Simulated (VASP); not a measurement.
A run of VASP 6.6.1 is set up as follows.

The input INCAR:

```
  PREC = Accurate
  ENCUT = 520
  EDIFF = 1E-6
  ISMEAR = -1
  SIGMA = 0.05
  LREAL = False
  LASPH = True
  NELM = 60
  ALGO = Normal
  ISIF = 2
  LWAVE = False
  LCHARG = False
  NBANDS = 14
```

Contents of KPOINTS:

```
Automatic mesh
0
Gamma
  8 8 8
```

Contents of POSCAR:

```
NaCl
1.0
    0.0000000000      2.7940632177      2.7940632177
    2.7940632177      0.0000000000      2.7940632177
    2.7940632177      2.7940632177      0.0000000000
Cl Na
1 1
Direct
    0.5000000000      0.5000000000      0.5000000000
    0.0000000000      0.0000000000      0.0000000000
```

Potentials or basis: VASP PAW LDA potentials, release 64 (Cl, Na_pv).

Launch:

```bash
$ cat potpaw_LDA.64/Cl/POTCAR potpaw_LDA.64/Na_pv/POTCAR > POTCAR
$ mpirun -np 1 vasp_std > vasp.out
```

Task: Estimate the band gap on the k mesh.

Result: 4.80 eV, direct.

Task: Estimate the pressure.

Result: -1.8 GPa.
